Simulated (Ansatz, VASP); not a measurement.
One calculation of Li2O, two programs

File POSCAR:

```
Li2O
1.0
    0.0000000000      2.3095000000      2.3095000000
    2.3095000000      0.0000000000      2.3095000000
    2.3095000000      2.3095000000      0.0000000000
Li O
2 1
Direct
    0.2500000000      0.2500000000      0.2500000000
    0.7500000000      0.7500000000      0.7500000000
    0.0000000000      0.0000000000      0.0000000000
```

The input INCAR.step1:

```
SYSTEM = Li2O
PREC = Accurate ; ENCUT = 830
ISMEAR = 0 ; SIGMA = 0.1
LREAL = .False. ; LASPH = .True.
NELM = 120 ; NBANDS = 13
GGA = PE ; ALGO = Normal
EDIFF = 1E-5 ; LWAVE = .True.
LCHARG = .False. ; GGA_COMPAT = .False.
```

The input INCAR.step2:

```
SYSTEM = Li2O
PREC = Accurate ; ENCUT = 830
EDIFF = 1E-6 ; ISMEAR = 0
SIGMA = 0.1 ; LREAL = .False.
LASPH = .True. ; NELM = 120
ALGO = Normal ; ISIF = 2
LWAVE = .False. ; LCHARG = .True.
METAGGA = R2SCAN ; LMIXTAU = .True.
LELF = .True. ; LVHAR = .True.
NBANDS = 13 ; ISTART = 1
GGA_COMPAT = .False.
```

Contents of KPOINTS:

```
regular mesh
0
Gamma
  6 6 6
  0 0 0
```

Input for Ansatz:

```yaml
crystal:
  lattice:
    - [0.0, 2.3095, 2.3095]
    - [2.3095, 0.0, 2.3095]
    - [2.3095, 2.3095, 0.0]
  atoms:
    - { symbol: Li, position: [0.25, 0.25, 0.25] }
    - { symbol: Li, position: [0.75, 0.75, 0.75] }
    - { symbol: O, position: [0.0, 0.0, 0.0] }
basis:
  ecutwfc: 500
kpoints:
  mp_grid: { grid: [6, 6, 6] }
hamiltonian:
  xc: r2scan
scf:
  occupations: { method: gaussian, width: 0.1 }
output:
  forces: true
  stress: true
  eigenvalues: true
```

Alike in both runs: task single point; functional r2SCAN; k mesh 6 × 6 × 6; occupations gaussian, width 0.1 eV; no spin polarisation.

|  | VASP | Ansatz |
| --- | --- | --- |
| version | VASP 6.6.1 | Ansatz 0.2.0 |
| potentials or method | VASP PAW PBE potentials, release 64 (Li_sv, O), cutoff 830 eV | scalar-relativistic, plane waves, PAW |
| valence electrons in the cell | 12 | 12 |

```tsv
	VASP	Ansatz	Ansatz less VASP
gap on the k mesh at the Fermi level (eV)	5.67	5.70	+0.032
least direct gap on the mesh (eV)	6.08	5.97	-0.116
pressure (GPa)	-2.5	-2.5	+0.06
```

VASP's potentials were made for PBE, not for r2SCAN. With one functional, cell and mesh, what is left measures potentials, basis and numerics.
